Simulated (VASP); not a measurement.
A run of VASP 6.6.1:

POSCAR

```
BN
1.0
    2.5539396017      0.0000000000      0.0000000000
   -1.2769698009      2.2117765748      0.0000000000
    0.0000000000      0.0000000000      4.2268550000
B N
2 2
Direct
    0.6666666667      0.3333333333      0.9997240000
    0.3333333333      0.6666666667      0.4997240000
    0.6666666667      0.3333333333      0.6725925036
    0.3333333333      0.6666666667      0.1252760000
```

The input INCAR.step1:

```
SYSTEM = BN
PREC = Accurate ; ENCUT = 910
ISMEAR = 0 ; SIGMA = 0.05
LREAL = .False. ; LASPH = .True.
NELM = 120 ; NBANDS = 16
GGA = PE ; ALGO = Normal
EDIFF = 1E-5 ; LWAVE = .True.
LCHARG = .False. ; GGA_COMPAT = .False.
```

The input INCAR.step2:

```
SYSTEM = BN
PREC = Accurate ; ENCUT = 910
EDIFF = 1E-6 ; ISMEAR = 0
SIGMA = 0.05 ; LREAL = .False.
LASPH = .True. ; NELM = 120
ALGO = Normal ; ISIF = 2
LWAVE = .False. ; LCHARG = .False.
METAGGA = R2SCAN ; LMIXTAU = .True.
NBANDS = 16 ; ISTART = 1
GGA_COMPAT = .False.
```

The input KPOINTS:

```
Automatic mesh
0
Gamma
  12 12 6
  0 0 0
```

Potentials or basis: VASP PAW PBE potentials, release 64 (B_h, N_h).

Launch:

```sh
$ cat potpaw_PBE.64/B_h/POTCAR potpaw_PBE.64/N_h/POTCAR > POTCAR
$ cp INCAR.step1 INCAR
$ mpirun -np 1 vasp_std > vasp.out
$ cp INCAR.step2 INCAR
$ mpirun -np 1 vasp_std > vasp.out
```

Hardware: 1 thread of Intel(R) Xeon(R) 6975P-C (Granite Rapids), with other jobs on the host.

How long does it take, and how much memory?

It took 2.4 min on 1 thread of Intel(R) Xeon(R) 6975P-C (Granite Rapids) (shared host), peak memory 0.22 GiB. Counts: k points 100.
